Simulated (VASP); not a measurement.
# AlGa3As4 (P1) in VASP: notebook

AlGa3As4 is run at these levels: PBE; tasks: single point.

Everything below comes from runs of VASP 6.6.1. Logs are shortened: lines on timing, memory, paths and dates and some standing lists are left out, and cuts for length are marked.

### 1 The cell of the first run

The typed cell holds 16 atoms: a = 8.067 Å, b = 8.069 Å, c = 8.066 Å, α = 60.84°, β = 60.85°, γ = 60.84°.

### 2 Single point, PBE

INCAR reads:

```
SYSTEM = AlGa3As4
PREC = Accurate
ENCUT = 520
EDIFF = 1E-6
ISMEAR = 0
SIGMA = 0.1
LREAL = Auto
LASPH = .TRUE.
NELM = 100
ALGO = Normal
ISIF = 2
LWAVE = .FALSE.
LCHARG = .FALSE.
GGA = PE
NBANDS = 76
ISYM = 0
```

KPOINTS reads:

```
Automatic mesh
0
Gamma
  2 2 2
  0.5 0.5 0.5
```

POSCAR reads:

```
AlGa3As4
1.0
   -5.7047277236      5.7026021406     -0.0724631209
   -5.7056565661     -0.0733919635      5.7055169483
    0.0720708824      5.7022099020      5.7041958672
Al Ga As
2 6 8
Direct
    1.0013378570      1.0014211920      0.5009440009
    0.0014370082      0.5013932342      0.5008551626
    0.0007657246      0.9984541746      0.0014921948
    0.5011523598      0.9993769093      0.0008191717
    0.0006016987      0.4985700947      1.0014869233
    0.5012885517      0.4992193024      0.0007998834
    0.5019606161      0.9985115697      0.5002704204
    0.5019258376      0.4985627117      0.5002731122
    0.8765169513      0.8743143617      0.3760914920
    0.3746762897      0.8731568407      0.3750527460
    0.8764923326      0.3743520996      0.3760650841
    0.8753685802      0.8731845493      0.8743229062
    0.3747905332      0.3730868832      0.3750218847
    0.3753880135      0.8734234111      0.8749042798
    0.8755024800      0.3730711127      0.8742192654
    0.3752175158      0.3735689433      0.8748904695
```

Potentials or basis: VASP PAW PBE potentials, release 64 (Al, Ga_d, As).

Run with:

```
cat potpaw_PBE.64/Al/POTCAR potpaw_PBE.64/Ga_d/POTCAR potpaw_PBE.64/As/POTCAR > POTCAR
mpirun -np 1 vasp_std > vasp.out
```

OUTCAR:

```text
SYSTEM = AlGa3As4
   PREC = Accurate
   ENCUT = 520
   EDIFF = 1E-6
   ISMEAR = 0
   LREAL = Auto
   LASPH = .TRUE.
   NELM = 100
   ISIF = 2
   GGA = PE
   ISYM = 0

 ion  position               nearest neighbor table
   1  0.001  0.001  0.501-   9 2.47  11 2.48  10 2.49  12 2.49
   2  0.001  0.501  0.501-  11 2.47   9 2.48  15 2.49  13 2.49
   3  0.001  0.998  0.001-  12 2.47   9 2.49  14 2.49  15 2.49
   4  0.501  0.999  0.001-  14 2.47  10 2.49  12 2.49  16 2.49
   5  0.001  0.499  0.001-  15 2.47  11 2.49  16 2.49  12 2.49
   6  0.501  0.499  0.001-  16 2.47  13 2.49  15 2.49  14 2.49
[... 8 lines left out ...]
  15  0.876  0.373  0.874-   5 2.47   2 2.49   6 2.49   3 2.49
  16  0.375  0.374  0.875-   6 2.47   4 2.49   8 2.49   5 2.49

IMPORTANT INFORMATION: All symmetrisations will be switched off!
NOSYMM: (Re-)initialisation of all symmetry stuff for point group C_1.

----------------------------------------------------------------------------------------

                                     Primitive cell

  volume of cell :     378.2862

  direct lattice vectors                    reciprocal lattice vectors
    -5.704727724  5.702602141 -0.072463121    -0.087110491  0.087122880 -0.085991932
    -5.705656566 -0.073391964  5.705516948    -0.087082105 -0.086008057  0.087078370
     0.072070882  5.702209902  5.704195867     0.085995667  0.087134740  0.087118615

  length of vectors
     8.066525924  8.069251940  8.065868984     0.150243956  0.150210923  0.150257681

  position of ions in fractional coordinates (direct lattice)
     0.001337857  0.001421192  0.500944001
     0.001437008  0.501393234  0.500855163
     0.000765725  0.998454175  0.001492195
     0.501152360  0.999376909  0.000819172
     0.000601699  0.498570095  0.001486923
     0.501288552  0.499219302  0.000799883
[... 8 lines left out ...]
     0.875502480  0.373071113  0.874219265
     0.375217516  0.373568943  0.874890470

  ion indices of the primitive-cell ions
   primitive index   ion index
                 1           1
                 2           2
                 3           3
                 4           4
                 5           5
                 6           6
[... 8 lines left out ...]
                15          15
                16          16

----------------------------------------------------------------------------------------

 KPOINTS: Automatic mesh

Automatic generation of k-mesh.
 Grid dimensions read from file:
 generate k-points for:    2    2    2

 Generating k-lattice:

  Cartesian coordinates                     Fractional coordinates (reciprocal lattice)
    -0.043555245  0.043561440 -0.042995966     0.500000000  0.000000000  0.000000000
    -0.043541053 -0.043004028  0.043539185    -0.000000000  0.500000000  0.000000000
     0.042997834  0.043567370  0.043559307     0.000000000  0.000000000  0.500000000

  Length of vectors
     0.075121978  0.075105461  0.075128840

  Shift w.r.t. Gamma in fractional coordinates (k-lattice)
     0.500000000  0.500000000  0.500000000

 Subroutine IBZKPT returns following result:
 ===========================================

 Found      4 irreducible k-points:

 Following reciprocal coordinates:
            Coordinates               Weight
  0.250000  0.250000  0.250000      2.000000
 -0.250000  0.250000  0.250000      2.000000
  0.250000 -0.250000  0.250000      2.000000
 -0.250000 -0.250000  0.250000      2.000000
   k-points           NKPTS =      4   k-points in BZ     NKDIM =      4   number of bands    NBANDS=     76
   number of dos      NEDOS =    301   number of ions     NIONS =     16
   total plane-waves  NPLWV = 216000
   dimension x,y,z NGX =    60 NGY =   60 NGZ =   60
   dimension x,y,z NGXF=   120 NGYF=  120 NGZF=  120
   ions per type =               2   6   8
   NGX,Y,Z   is equivalent  to a cutoff of  12.37, 12.36, 12.37 a.u.
   NGXF,Y,Z  is equivalent  to a cutoff of  24.73, 24.72, 24.73 a.u.
 SYSTEM =  AlGa3As4
   PREC   = accura    normal or accurate (medium, high low for compatibility)
   ISTART =      0    job   : 0-new  1-cont  2-samecut
   ICHARG =      2    charge: 1-file 2-atom 10-const
   ISPIN  =      1    spin polarized calculation?
   LNONCOLLINEAR =      F non collinear calculations
   LSORBIT =      F    spin-orbit coupling
   LASPH  =      T    aspherical Exc in radial PAW
   ENCUT  =  520.0 eV  38.22 Ry    6.18 a.u.  15.00 15.00 15.00*2*pi/ulx,y,z
   NELM   =    100;   NELMIN=  2; NELMDL= -5     # of ELM steps
   EDIFF  = 0.1E-05   stopping-criterion for ELM
   LREAL  =      T    real-space projection
   EDIFFG = 0.1E-04   stopping-criterion for IOM
   NSW    =      0    number of steps for IOM
   IBRION =     -1    ionic relax: 0-MD 1-quasi-New 2-CG
   NFREE  =      0    steps in history (QN), initial steepest desc. (CG)
   ISIF   =      2    stress and relaxation
   ISYM   =      0    0-nonsym 1-usesym 2-fastsym
   POTIM  = 0.5000    time-step for ionic-motion
   TEBEG  =    0.0;   TEEND  =   0.0 temperature during run
   PSTRESS=    0.0 pullay stress
   NELECT =     124.0000    total number of electrons
   NUPDOWN=      -1.0000    fix difference up-down
   EMIN   =  10.00;   EMAX   =-10.00  energy-range for DOS
   EFERMI =   0.00;   METHOD = LEGACY
   ISMEAR =     0;   SIGMA  =   0.10  broadening in eV -4-tet -1-fermi 0-gaus
   EFERMI_NEDOS =   21; number of points for ismear=-14 and -15
   IALGO  =     38    algorithm
   IMIX   =      4    mixing-type and parameters
     AMIX     =   0.40;   BMIX     =  1.00
     AMIX_MAG =   1.60;   BMIX_MAG =  1.00
  volume/ion in A,a.u.               =      23.64       159.55
  Fermi-wavevector in a.u.,A,eV,Ry     =   1.128778  2.133081 17.335726  1.274140
  Thomas-Fermi vector in A             =   2.265469
   LORBIT       =      0    0 simple, 1 ext, 2 COOP (PROOUT), +10 PAW based schemes
   GGA     = PE    functional components
   LHFCALC =     F    Hartree Fock is set to
   AEXX    =    0.0000 exact exchange contribution
   IVDW    =     0    specifies the selected vdW correction
   LEPSILON=     F    determine dielectric tensor
   LRPA    =     F    only Hartree local field effects (RPA)
 non-spin polarized calculation
 Gauss-broadening in eV      SIGMA  =   0.10
  energy-cutoff  :      520.00
  volume of cell :      378.29
 maximum number of plane-waves:     10205
   NGX = 29   NGY = 29   NGZ = 29

 number of electron     123.9999966 magnetization

 Free energy of the ion-electron system (eV)
  ---------------------------------------------------
  ext. energy  EPLUGINS =         0.00000000
  ---------------------------------------------------
  free energy    TOTEN  =       -68.41282687 eV

  energy without entropy =      -68.41282687  energy(sigma->0) =      -68.41282687

 E-fermi :   3.7407     XC(G=0):  -9.2595

 val. band max:        3.2638443946   @ k =   0.2500   0.2500   0.2500
 cond. band min:       4.5644986073   @ k =   0.2500   0.2500   0.2500
 fundamental gap:      1.3006542127
 Fermi energy:         3.7406567436

 k-point     1 :       0.2500    0.2500    0.2500
  band No.  band energies     occupation
      1     -11.1945      2.00000
      2     -11.1926      2.00000
      3     -11.1787      2.00000
      4     -11.1710      2.00000
      5     -11.1581      2.00000
      6     -11.1563      2.00000
[... 66 lines left out ...]
     73       6.6148      0.00000
     74       7.6240      0.00000

 k-point     2 :      -0.2500    0.2500    0.2500
  band No.  band energies     occupation
      1     -11.1917      2.00000
      2     -11.1865      2.00000
      3     -11.1785      2.00000
      4     -11.1654      2.00000
      5     -11.1633      2.00000
      6     -11.1490      2.00000
[... 66 lines left out ...]
     73       7.7484      0.00000
     74       7.7611      0.00000

 k-point     3 :       0.2500   -0.2500    0.2500
  band No.  band energies     occupation
      1     -11.1930      2.00000
      2     -11.1838      2.00000
      3     -11.1745      2.00000
      4     -11.1663      2.00000
      5     -11.1644      2.00000
      6     -11.1571      2.00000
[... 66 lines left out ...]
     73       7.7318      0.00000
     74       7.7683      0.00000

 k-point     4 :      -0.2500   -0.2500    0.2500
  band No.  band energies     occupation
      1     -11.1917      2.00000
      2     -11.1865      2.00000
      3     -11.1784      2.00000
      4     -11.1654      2.00000
      5     -11.1633      2.00000
      6     -11.1490      2.00000
[... 66 lines left out ...]
     73       7.7489      0.00000
     74       7.7610      0.00000
 [bands above 74 left out]

------------------------ aborting loop because EDIFF is reached ----------------------------------------

  FORCE on cell =-STRESS in cart. coord.  units (eV):
  Direction    XX          YY          ZZ          XY          YZ          ZX
  --------------------------------------------------------------------------------------
  -------------------------------------------------------------------------------------
  Total        0.4231808      0.4307215      0.4194417      0.0239658     -0.0047319      0.0235261
  in kB        1.7923218      1.8242597      1.7764857      0.1015038     -0.0200411      0.0996414
  external PRESSURE =       1.7976891 kB  Pullay stress =       0.0000000 kB

 VOLUME and BASIS-vectors are now :
 -----------------------------------------------------------------------------
  energy-cutoff  :      520.00
  volume of cell :      378.29
      direct lattice vectors                 reciprocal lattice vectors
    -5.704727724  5.702602141 -0.072463121    -0.087110491  0.087122880 -0.085991932
    -5.705656566 -0.073391964  5.705516948    -0.087082105 -0.086008057  0.087078370
     0.072070882  5.702209902  5.704195867     0.085995667  0.087134740  0.087118615

 POSITION                                       TOTAL-FORCE (eV/Angst)
 -----------------------------------------------------------------------------------
      0.02036      2.86401      2.86549         0.000793      0.003843     -0.000724
     -2.83288      2.82738      5.71758         0.000895      0.004697     -0.001150
     -5.70110     -0.06040      5.70515        -0.000421     -0.001293     -0.002110
     -8.56098      2.78920      5.67032         0.003379     -0.002421     -0.004552
     -2.84800     -0.02468      2.85304         0.000072     -0.002431     -0.002921
     -5.70803      2.82657      2.81654         0.002611     -0.002522     -0.004321
[... 8 lines left out ...]
     -7.06011      9.95024      7.05184        -0.008297     -0.000190      0.004587
     -4.20892      7.10111      7.09476        -0.004614      0.004284      0.004623
 -----------------------------------------------------------------------------------
    total drift:                               -0.024290      0.005245      0.027822

  FREE ENERGIE OF THE ION-ELECTRON SYSTEM (eV)
  ---------------------------------------------------
  free  energy   TOTEN  =       -68.4128268701 eV

  energy  without entropy=      -68.4128268701  energy(sigma->0) =      -68.41282687
```

Run time: 2.2 min. Hardware: 1 thread of Intel Xeon 6975P-C (Granite Rapids), shared host; peak memory 0.5 GiB.

Results:

* Free energy: -68.4128 eV
* Pressure: 0.2 GPa
* Largest force: 0.012 eV/Å
* Band gap on the k mesh: 1.30 eV

Forces in eV/Å, atoms in the order of the input:
```
Al   0.001  0.004 -0.001
Al   0.001  0.005 -0.001
Ga   0.000 -0.001 -0.002
Ga   0.003 -0.002 -0.005
Ga   0.000 -0.002 -0.003
Ga   0.003 -0.003 -0.004
Ga   0.003 -0.001 -0.001
Ga   0.002 -0.002 -0.001
As   0.008 -0.002 -0.008
As  -0.003  0.002  0.008
As   0.010 -0.001 -0.007
As  -0.008  0.000  0.001
As  -0.003  0.000  0.010
As  -0.004  0.000  0.005
As  -0.008  0.000  0.005
As  -0.005  0.004  0.005
```

Caveat: a shifted mesh leaves out Γ, where band edges can lie.

### 3 Single point, PBE

INCAR reads:

```
SYSTEM = AlGa3As4
PREC = Accurate
ENCUT = 520
EDIFF = 1E-6
ISMEAR = 0
SIGMA = 0.1
LREAL = Auto
LASPH = .True.
NELM = 60
ALGO = Normal
ISIF = 2
LWAVE = .False.
LCHARG = .False.
GGA = PE
ISYM = 0
NBANDS = 76
```

KPOINTS is that of step 2.

POSCAR reads:

```
AlGa3As4
1.0
   -5.7048875790      5.7018867394     -0.0756666164
   -5.7050687928     -0.0758478302      5.7046974930
    0.0750874014      5.7013075244      5.7039370642
Al Ga As
2 6 8
Direct
    1.0003296692      1.0024111182      0.0007743808
    1.0002540428      0.5023558491      1.0008608246
    0.5009062134      0.9995306917     -0.0000742670
   -0.0004087072      0.9993462038      0.5013094874
    0.5009971591      0.4995852625      0.9998491735
    0.4996022731      0.0006926208      0.5005149021
    0.9991791649      0.4998697300      0.5011982886
    0.4999891544      0.5002389332      0.5006322799
    0.8737821120      0.8745133827      0.3740200258
    0.3741501631      0.8744020515      0.3745543506
    0.8741913423      0.3739672659      0.3741127543
    0.8753872897      0.8753281642      0.8757954918
    0.3738339669      0.3748247815      0.3744543626
    0.3735237436      0.8741431536      0.8747073640
    0.8754224089      0.3753712346      0.8756749625
    0.3736202167      0.3740433903      0.8747415495
```

Potentials or basis: VASP PAW PBE potentials, release 64 (Al, Ga_d, As).

Run with:

```
cat potpaw_PBE.64/Al/POTCAR potpaw_PBE.64/Ga_d/POTCAR potpaw_PBE.64/As/POTCAR > POTCAR
mpirun -np 1 vasp_std > vasp.out
```

Run time: 3.2 min. Hardware: 1 thread of Intel Xeon 6975P-C (Granite Rapids), shared host; peak memory 0.49 GiB.

The run converged. Its results:

```
Free energy            : -68.4129 eV
Pressure               : 0.2 GPa
Largest force          : 0.015 eV/Å
Band gap on the k mesh : 1.30 eV
```

Forces on the atoms (eV/Å):
```
Al   0.004 -0.009 -0.001
Al   0.000 -0.005 -0.004
Ga   0.005 -0.002  0.000
Ga  -0.003 -0.004  0.000
Ga   0.007 -0.004  0.000
Ga   0.002  0.000 -0.004
Ga  -0.004 -0.003 -0.005
Ga   0.001 -0.003 -0.007
As  -0.005  0.010 -0.003
As  -0.005  0.002  0.004
As  -0.009  0.001  0.004
As   0.009  0.004 -0.009
As  -0.004  0.004  0.006
As  -0.005  0.004  0.008
As   0.008  0.004 -0.006
As  -0.002  0.001  0.015
```

Levels at points of the mesh, in eV from the valence-band top:
```csv
k point,band 58,band 59,band 60,band 61,band 62,band 63,band 64,band 65,band 66,band 67
"(0.25, 0.25, 0.25)",-1.02,-0.72,-0.72,0.00,0.00,1.30,1.75,1.88,1.94,1.99
```

Caveat: a shifted mesh leaves out Γ, where band edges can lie. A k mesh can miss the band edges.
